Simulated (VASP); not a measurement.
Runs of VASP 6.6.1 on AlCo. The structure is that of space group P4/mmm (No. 123), or close to it. The cells are those of the table. 

| cell | further INCAR settings | gap on the mesh (eV) | pressure (GPa) |
| --- | --- | --- | --- |
| a = 3.258, b = 3.258, c = 2.118 Å, 2 atoms | ALGO = Fast; EDIFF = 1e-06; NBANDS = 13 | none | (a) |
| a = 2.466, b = 2.466, c = 3.699 Å, 2 atoms | ALGO = Fast; EDIFF = 1e-07; NBANDS = 13 | none | 9.0 |
| a = 2.586, b = 2.586, c = 3.362 Å, 2 atoms | ALGO = Fast; EDIFF = 1e-06; NBANDS = 13 | none | 4.8 |
| a = 2.734, b = 2.734, c = 3.008 Å, 2 atoms | ALGO = Fast; EDIFF = 1e-06; NBANDS = 13 | none | 0.9 |

Alike in all rows: task single point; level PBEsol; potentials or basis VASP PAW PBE potentials, release 64 (Al, Co); no spin polarisation; k mesh 24 × 24 × 24; cutoff (eV) 520; smearing gaussian 0.15 eV.

Fill in the values left out.

(a) 33.6.

Caveats: the PAW data sets were made with another functional, which shifts forces and pressure a little; the run has no spin polarisation, though such a crystal can be magnetic; the stress differs along the axes, from -10 to 121 GPa (at least some runs); the stress differs along the axes, from -18 to 23 GPa (at least some runs); the stress differs along the axes, from -10 to 12 GPa (at least some runs); the stress differs along the axes, from -7 to 5 GPa (at least some runs).

A gap of «none» marks levels without a gap at the run's occupations.
